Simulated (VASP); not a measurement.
# SnO2 (I4_1/amd) in VASP: a series of runs

The runs below take SnO2 through single point, with LDA.

All numbers are computed with VASP 6.6.1; they aren't measurements. Logs are shortened: lines on timing, memory, paths and dates and some standing lists are left out, and cuts for length are marked.

### Step 1. The cell of the first run

It takes space group I4_1/amd (No. 141, tetragonal). The conventional cell has a = 3.813 Å, b = 3.813 Å, c = 9.773 Å, α = 90.00°, β = 90.00°, γ = 90.00°. Sn (site symmetry -4m2) has 6 O at 1.96 to 1.98 Å within 2.6 Å. O (site symmetry 2mm) has 3 Sn at 1.96 to 1.98 Å and 2 O at 2.44 Å within 2.6 Å.

### Step 2. Single point, LDA (strain -0.040 along x and y, -0.040 along z)

Contents of INCAR:

```
SYSTEM = SnO2
PREC     = Accurate       ! precision mode
ENCUT    = 520            ! plane-wave cutoff, eV
EDIFF    = 1E-6           ! SCF threshold, eV
ISMEAR   = 0              ! smearing method
SIGMA    = 0.05           ! smearing width, eV
LREAL    = .FALSE.        ! projectors in reciprocal space
LASPH    = .TRUE.         ! aspherical terms in the spheres
NELM     = 80             ! most SCF steps
ALGO     = Normal         ! electronic algorithm
ISIF     = 2              ! what is computed and relaxed
LWAVE    = .FALSE.        ! write WAVECAR
LCHARG   = .TRUE.         ! write CHGCAR
GGA      = CA             ! functional
LELF     = .TRUE.         ! ELF
LVHAR    = .TRUE.       
NBANDS   = 35             ! bands
```

Contents of KPOINTS:

```
Automatic mesh
0
G
  10 10 10
  0 0 0
```

Contents of POSCAR:

```
SnO2
1.0
   -1.9066685150      1.9066685150      4.8865610787
    1.9066685150     -1.9066685150      4.8865610787
    1.9066685150      1.9066685150     -4.8865610787
Sn O
2 4
Direct
    0.7500000000      0.2500000000      0.5000000000
    0.0000000000      0.0000000000      0.0000000000
    0.7969975834      0.7969975834      0.0000000000
    0.9530024166      0.4530024166      0.5000000000
    0.2030024166      0.2030024166      0.0000000000
    0.5469975834      0.0469975834      0.5000000000
```

Potentials or basis: VASP PAW LDA potentials, release 64 (Sn_d, O).

Run with:

```console
> cat potpaw_LDA.64/Sn_d/POTCAR potpaw_LDA.64/O/POTCAR > POTCAR
> mpirun -np 1 vasp_std > vasp.out
```

OUTCAR:

```text
SYSTEM = SnO2
   PREC = Accurate
   ENCUT = 520
   EDIFF = 1E-6
   ISMEAR = 0
   LREAL = .FALSE.
   LASPH = .TRUE.
   NELM = 80
   ISIF = 2
   GGA = CA

 ion  position               nearest neighbor table
   1  0.750  0.250  0.500-   3 1.96   5 1.96   3 1.96   5 1.96   4 1.98   6 1.98   2 3.10   2 3.10
                             2 3.10   2 3.10
   2  0.000  0.000  0.000-   6 1.96   4 1.96   6 1.96   4 1.96   3 1.98   5 1.98   1 3.10   1 3.10
                             1 3.10   1 3.10
   3  0.797  0.797  0.000-   1 1.96   1 1.96   2 1.98
   4  0.953  0.453  0.500-   2 1.96   2 1.96   1 1.98
   5  0.203  0.203  0.000-   1 1.96   1 1.96   2 1.98
   6  0.547  0.047  0.500-   2 1.96   2 1.96   1 1.98

  LATTYP: Found a body centered tetragonal cell.
 ALAT       =     3.8133370300
 C/A-ratio  =     2.5628792002

  Lattice vectors:

 A1 = (  -1.9066685150,   1.9066685150,   4.8865610787)
 A2 = (   1.9066685150,  -1.9066685150,   4.8865610787)
 A3 = (   1.9066685150,   1.9066685150,  -4.8865610787)

Analysis of symmetry for initial positions (statically):
=====================================================================
 Subroutine PRICEL returns:
 Original cell was already a primitive cell.

 Routine SETGRP: Setting up the symmetry group for a
 body centered tetragonal supercell.

 Subroutine GETGRP returns: Found 16 space group operations
 (whereof  8 operations were pure point group operations)
 out of a pool of 16 trial point group operations.

The static configuration has the point symmetry D_2d.
 The point group associated with its full space group is D_4h.

Analysis of symmetry for dynamics (positions and initial velocities):
=====================================================================
 Subroutine PRICEL returns:
 Original cell was already a primitive cell.

 Routine SETGRP: Setting up the symmetry group for a
 body centered tetragonal supercell.

 Subroutine GETGRP returns: Found 16 space group operations
 (whereof  8 operations were pure point group operations)
 out of a pool of 16 trial point group operations.

The dynamic configuration has the point symmetry D_2d.
 The point group associated with its full space group is D_4h.

 Subroutine INISYM returns: Found 16 space group operations
 (whereof  8 operations are pure point group operations),
 and found     1 'primitive' translations

----------------------------------------------------------------------------------------

                                     Primitive cell

  volume of cell :      71.0581

  direct lattice vectors                    reciprocal lattice vectors
    -1.906668515  1.906668515  4.886561079     0.000000000  0.262237508  0.102321447
     1.906668515 -1.906668515  4.886561079     0.262237508  0.000000000  0.102321447
     1.906668515  1.906668515 -4.886561079     0.262237508  0.262237508  0.000000000

  length of vectors
     5.581151210  5.581151210  5.581151210     0.281492787  0.281492787  0.370859840

  position of ions in fractional coordinates (direct lattice)
     0.750000000  0.250000000  0.500000000
     0.000000000  0.000000000  0.000000000
     0.796997583  0.796997583  0.000000000
     0.953002417  0.453002417  0.500000000
     0.203002417  0.203002417  0.000000000
     0.546997583  0.046997583  0.500000000

  ion indices of the primitive-cell ions
   primitive index   ion index
                 1           1
                 2           2
                 3           3
                 4           4
                 5           5
                 6           6

----------------------------------------------------------------------------------------

 KPOINTS: Automatic mesh

Automatic generation of k-mesh.
 Grid dimensions read from file:
 generate k-points for:   10   10   10

 Generating k-lattice:

  Cartesian coordinates                     Fractional coordinates (reciprocal lattice)
     0.000000000  0.026223751  0.010232145     0.100000000  0.000000000  0.000000000
     0.026223751  0.000000000  0.010232145     0.000000000  0.100000000  0.000000000
     0.026223751  0.026223751  0.000000000     0.000000000  0.000000000  0.100000000

  Length of vectors
     0.028149279  0.028149279  0.037085984

  Shift w.r.t. Gamma in fractional coordinates (k-lattice)
     0.000000000  0.000000000  0.000000000

 Subroutine IBZKPT returns following result:
 ===========================================

 Found    102 irreducible k-points:

 Following reciprocal coordinates:
            Coordinates               Weight
  0.000000  0.000000  0.000000      1.000000
  0.100000 -0.000000  0.000000      8.000000
  0.200000 -0.000000  0.000000      8.000000
  0.300000  0.000000  0.000000      8.000000
  0.400000  0.000000 -0.000000      8.000000
  0.500000  0.000000  0.000000      4.000000
[... 16 lines left out ...]
  0.300000  0.300000  0.000000      8.000000
  0.400000  0.300000  0.000000     16.000000
 [... further k-points ...]
   k-points           NKPTS =    102   k-points in BZ     NKDIM =    102   number of bands    NBANDS=     35
   number of dos      NEDOS =    301   number of ions     NIONS =      6
   total plane-waves  NPLWV =  74088
   dimension x,y,z NGX =    42 NGY =   42 NGZ =   42
   dimension x,y,z NGXF=    84 NGYF=   84 NGZF=   84
   ions per type =               2   4
   NGX,Y,Z   is equivalent  to a cutoff of  12.51, 12.51, 12.51 a.u.
   NGXF,Y,Z  is equivalent  to a cutoff of  25.02, 25.02, 25.02 a.u.
 SYSTEM =  SnO2
   PREC   = accura    normal or accurate (medium, high low for compatibility)
   ISTART =      0    job   : 0-new  1-cont  2-samecut
   ICHARG =      2    charge: 1-file 2-atom 10-const
   ISPIN  =      1    spin polarized calculation?
   LNONCOLLINEAR =      F non collinear calculations
   LSORBIT =      F    spin-orbit coupling
   LASPH  =      T    aspherical Exc in radial PAW
   ENCUT  =  520.0 eV  38.22 Ry    6.18 a.u.  10.38 10.38 10.38*2*pi/ulx,y,z
   NELM   =     80;   NELMIN=  2; NELMDL= -5     # of ELM steps
   EDIFF  = 0.1E-05   stopping-criterion for ELM
   LREAL  =      F    real-space projection
   EDIFFG = 0.1E-04   stopping-criterion for IOM
   NSW    =      0    number of steps for IOM
   IBRION =     -1    ionic relax: 0-MD 1-quasi-New 2-CG
   NFREE  =      0    steps in history (QN), initial steepest desc. (CG)
   ISIF   =      2    stress and relaxation
   ISYM   =      2    0-nonsym 1-usesym 2-fastsym
   POTIM  = 0.5000    time-step for ionic-motion
   TEBEG  =    0.0;   TEEND  =   0.0 temperature during run
   PSTRESS=    0.0 pullay stress
   NELECT =      52.0000    total number of electrons
   NUPDOWN=      -1.0000    fix difference up-down
   EMIN   =  10.00;   EMAX   =-10.00  energy-range for DOS
   EFERMI =   0.00;   METHOD = LEGACY
   ISMEAR =     0;   SIGMA  =   0.05  broadening in eV -4-tet -1-fermi 0-gaus
   EFERMI_NEDOS =   21; number of points for ismear=-14 and -15
   IALGO  =     38    algorithm
   IMIX   =      4    mixing-type and parameters
     AMIX     =   0.40;   BMIX     =  1.00
     AMIX_MAG =   1.60;   BMIX_MAG =  1.00
  volume/ion in A,a.u.               =      11.84        79.92
  Fermi-wavevector in a.u.,A,eV,Ry     =   1.475270  2.787855 29.611995  2.176420
  Thomas-Fermi vector in A             =   2.589939
   LORBIT       =      0    0 simple, 1 ext, 2 COOP (PROOUT), +10 PAW based schemes
   GGA     = CA    functional components
   LHFCALC =     F    Hartree Fock is set to
   AEXX    =    0.0000 exact exchange contribution
   IVDW    =     0    specifies the selected vdW correction
   LEPSILON=     F    determine dielectric tensor
   LRPA    =     F    only Hartree local field effects (RPA)
 non-spin polarized calculation
 Gauss-broadening in eV      SIGMA  =   0.05
  energy-cutoff  :      520.00
  volume of cell :       71.06
 maximum number of plane-waves:      1927
 NGX is ok and might be reduce to    42
   NGX = 21   NGY = 21   NGZ = 21

 number of electron      51.9999996 magnetization

 Free energy of the ion-electron system (eV)
  ---------------------------------------------------
  ext. energy  EPLUGINS =         0.00000000
  ---------------------------------------------------
  free energy    TOTEN  =       -40.86484859 eV

  energy without entropy =      -40.86484859  energy(sigma->0) =      -40.86484859

 E-fermi :   5.6097     XC(G=0): -11.5923

 val. band max:        5.2913123169   @ k =   0.3000   0.3000   0.2000
 cond. band min:       8.4342966537   @ k =   0.0000   0.0000   0.0000
 fundamental gap:      3.1429843369
 Fermi energy:         5.6096800512

 k-point     1 :       0.0000    0.0000    0.0000
  band No.  band energies     occupation
      1     -15.1948      2.00000
      2     -15.1730      2.00000
      3     -14.9142      2.00000
      4     -14.3052      2.00000
      5     -13.8327      2.00000
      6     -13.8327      2.00000
[... 27 lines left out ...]
     34      18.1983      0.00000
     35      18.7693      0.00000

 k-point     2 :       0.1000   -0.0000    0.0000
  band No.  band energies     occupation
      1     -15.2251      2.00000
      2     -15.0931      2.00000
      3     -14.9044      2.00000
      4     -14.2905      2.00000
      5     -13.8367      2.00000
      6     -13.8305      2.00000
[... 27 lines left out ...]
     34      18.0834      0.00000
     35      18.5752      0.00000

 k-point     3 :       0.2000   -0.0000    0.0000
  band No.  band energies     occupation
      1     -15.2281      2.00000
      2     -15.0018      2.00000
      3     -14.8350      2.00000
      4     -14.2538      2.00000
      5     -13.8467      2.00000
      6     -13.8267      2.00000
[... 27 lines left out ...]
     34      17.7336      0.00000
     35      18.1518      0.00000
[... 723 lines left out ...]
 k-point    23 :       0.3000    0.3000    0.0000
  band No.  band energies     occupation
      1     -15.0532      2.00000
      2     -14.8880      2.00000
      3     -14.3966      2.00000
      4     -13.9874      2.00000
      5     -13.9544      2.00000
      6     -13.7503      2.00000
[... 27 lines left out ...]
     34      17.6403      0.00000
     35      18.4964      0.00000

 k-point    24 :       0.4000    0.3000    0.0000
  band No.  band energies     occupation
      1     -14.9777      2.00000
      2     -14.8334      2.00000
      3     -14.3012      2.00000
      4     -14.0068      2.00000
      5     -13.9454      2.00000
      6     -13.7151      2.00000
[... 27 lines left out ...]
     34      17.5870      0.00000
     35      18.9560      0.00000

 [... further k-points ...]

------------------------ aborting loop because EDIFF is reached ----------------------------------------

  FORCE on cell =-STRESS in cart. coord.  units (eV):
  Direction    XX          YY          ZZ          XY          YZ          ZX
  --------------------------------------------------------------------------------------
  -------------------------------------------------------------------------------------
  Total       13.3270755     13.3270755     16.0786649      0.0000000      0.0000000      0.0000000
  in kB      300.4911799    300.4911799    362.5324219      0.0000000      0.0000000      0.0000000
  external PRESSURE =     321.1715939 kB  Pullay stress =       0.0000000 kB

 VOLUME and BASIS-vectors are now :
 -----------------------------------------------------------------------------
  energy-cutoff  :      520.00
  volume of cell :       71.06
      direct lattice vectors                 reciprocal lattice vectors
    -1.906668515  1.906668515  4.886561079     0.000000000  0.262237508  0.102321447
     1.906668515 -1.906668515  4.886561079     0.262237508  0.000000000  0.102321447
     1.906668515  1.906668515 -4.886561079     0.262237508  0.262237508  0.000000000

 POSITION                                       TOTAL-FORCE (eV/Angst)
 -----------------------------------------------------------------------------------
     -0.00000      1.90667      2.44328         0.000000      0.000000      0.000000
      0.00000      0.00000      0.00000         0.000000      0.000000      0.000000
      0.00000      0.00000      7.78915        -0.000000     -0.000000     -1.002945
      0.00000      1.90667      4.42725        -0.000000     -0.000000      1.002945
      0.00000      0.00000      1.98397         0.000000      0.000000      1.002945
      0.00000      1.90667      0.45931         0.000000      0.000000     -1.002945
 -----------------------------------------------------------------------------------
    total drift:                               -0.000000     -0.000000      0.000000

  FREE ENERGIE OF THE ION-ELECTRON SYSTEM (eV)
  ---------------------------------------------------
  free  energy   TOTEN  =       -40.8648485929 eV

  energy  without entropy=      -40.8648485929  energy(sigma->0) =      -40.86484859
```

It took 4.9 min on 1 thread of Intel Xeon 6975P-C (Granite Rapids), shared host; peak memory 0.32 GiB.

Results:

| Property | Result |
| --- | --- |
| Free energy | -40.8648 eV |
| Pressure | 32.1 GPa |
| Largest force | 1.003 eV/Å |
| Band gap on the k mesh | 3.14 eV (least direct gap 3.69 eV) |

Forces on the atoms (eV/Å):
```
Sn   0.000  0.000  0.000
Sn   0.000  0.000  0.000
O    0.000  0.000 -1.003
O    0.000  0.000  1.003
O    0.000  0.000  1.003
O    0.000  0.000 -1.003
```

Caveat: the cell differs from its parent crystal (strain -0.040 along x and y, -0.040 along z); the cell stands under pressure; spin-orbit coupling is left out, which moves the levels of the heavy elements; forces of over 1 eV/Å act on the atoms, so gaps and moduli don't describe the material at rest. A k mesh can miss the band edges.

### Step 3. Single point, LDA (strain +0.080 along x and y, -0.080 along z)

Contents of INCAR:

```
SYSTEM = SnO2
  PREC = Accurate
  ENCUT = 520
  EDIFF = 1E-6
  ISMEAR = 0
  SIGMA = 0.05
  LREAL = .FALSE.
  LASPH = .TRUE.
  NELM = 80
  ALGO = Normal
  ISIF = 2
  LWAVE = .FALSE.
  LCHARG = .TRUE.
  GGA = CA
  LELF = .TRUE.
  LVHAR = .TRUE.
  NBANDS = 35
```

KPOINTS is that of step 2.

POSCAR, as its differences from that of step 2:

```diff
@@ -2,5 +2,5 @@
 1.0
-   -1.9066685150      1.9066685150      4.8865610787
-    1.9066685150     -1.9066685150      4.8865610787
-    1.9066685150      1.9066685150     -4.8865610787
+   -2.1450020794      2.1450020794      4.6829543671
+    2.1450020794     -2.1450020794      4.6829543671
+    2.1450020794      2.1450020794     -4.6829543671
 Sn O
```

Potentials or basis: VASP PAW LDA potentials, release 64 (Sn_d, O).

Run with:

```console
> cat potpaw_LDA.64/Sn_d/POTCAR potpaw_LDA.64/O/POTCAR > POTCAR
> mpirun -np 1 vasp_std > vasp.out
```

It took 15 min on 1 thread of Intel Xeon 8259CL, shared host; peak memory 0.38 GiB.

It converged, with:

```yaml
Free_energy: -40.7094 eV
Pressure: 0.4 GPa
Largest_force: 2.008 eV/Å
Band_gap_on_the_k_mesh: 1.96 eV (least direct gap 2.39 eV)
```

Forces in eV/Å, atoms in the order of the input:
```
Sn   0.000  0.000  0.000
Sn   0.000  0.000  0.000
O    0.000  0.000 -2.008
O    0.000  0.000  2.008
O    0.000  0.000  2.008
O    0.000  0.000 -2.008
```

Stress tensor (GPa, compression positive):
```
-11.70   0.00   0.00
  0.00 -11.70   0.00
  0.00   0.00  24.69
```

Levels at points of the mesh, in eV from the valence-band top:
```tsv
k point	band 23	band 24	band 25	band 26	band 27	band 28	band 29	band 30
(0.00, 0.00, 0.00)	-0.56	-0.56	-0.43	-0.43	1.96	5.93	9.48	10.16
(0.50, 0.00, 0.00)	-0.74	-0.73	-0.56	-0.40	4.73	6.27	7.67	7.78
(0.50, 0.50, 0.00)	-0.48	-0.48	-0.16	-0.16	6.72	6.72	7.06	7.06
(0.50, 0.50, 0.50)	-0.97	-0.97	-0.32	-0.32	4.63	4.63	7.95	7.95
```

Caveat: the cell differs from its parent crystal (strain +0.080 along x and y, -0.080 along z); spin-orbit coupling is left out, which moves the levels of the heavy elements; forces of over 1 eV/Å act on the atoms, so gaps and moduli don't describe the material at rest. A k mesh can miss the band edges.
